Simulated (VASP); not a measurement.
The system is SiSn5.

```xyz
6
Lattice="3.1794 0.0000 0.0000 -1.5897 2.7534 0.0000 0.0000 0.0000 18.2621" Properties=species:S:1:pos:R:3 pbc="T T T"
Si    0.0000    0.0000    0.0000
Sn    0.0000    0.0000   15.4778
Sn    0.0000    0.0000    2.7843
Sn    0.0000    0.0000    5.9291
Sn    0.0000    0.0000    9.1310
Sn    0.0000    0.0000   12.3330
```

| Quantity | Value |
| --- | --- |
| Program | VASP 6.6.1 |
| Task | relaxation of cell and atoms |
| Functional | PBE |
| Potentials or basis | VASP PAW PBE potentials, release 64 (Si, Sn_d) |
| Cutoff | 600 eV |
| k mesh | 12 × 12 × 2 |
| Occupations | gaussian, width 0.1 eV |
| Spin | no spin polarisation |

At the start: pressure -0.1 GPa; volume 26.65 Å³/atom.

Problem. How do energy, volume and symmetry change on relaxing?

Solution. Over 14 steps the energy falls by 5.6 meV/atom and the volume is 26.58 Å³/atom (-0.2 %); space group P6/mmm (No. 191, to 0.1 Å) before and after.

The path:
```
step  energy change (eV)  largest force (eV/Å)  pressure (GPa)  volume (Å³)
   1              0.0000                0.0892           -0.09       159.87
   2             -0.0246                0.0993            0.02       159.51
   3             -0.0246                0.0990            0.03       159.49
   4             -0.0246                0.1020            0.05       159.46
   5             -0.0246                0.1040            0.04       159.48
   6             -0.0265                0.0920            0.02       159.61
   7             -0.0304                0.0648           -0.10       160.02
   8             -0.0310                0.0386           -0.46       160.83
   9             -0.0319                0.0350           -0.36       160.49
  10             -0.0330                0.0191           -0.18       159.88
  11             -0.0333                0.0175           -0.02       159.41
  12             -0.0333                0.0176            0.02       159.38
  13             -0.0333                0.0108           -0.01       159.43
  14             -0.0333                0.0092           -0.03       159.48
```

Final structure:
```
CELL_PARAMETERS angstrom
3.20647 0.00000 0.00000
-1.60324 2.77689 0.00000
0.00000 0.00000 17.91051
ATOMIC_POSITIONS crystal
Si 0.00000 0.00000 0.00000
Sn 0.00000 0.00000 0.84506
Sn 0.00000 0.00000 0.15494
Sn 0.00000 0.00000 0.32771
Sn 0.00000 0.00000 0.50000
Sn 0.00000 0.00000 0.67229
```

Caveat: the highest band is partly filled, so the run has too few bands.
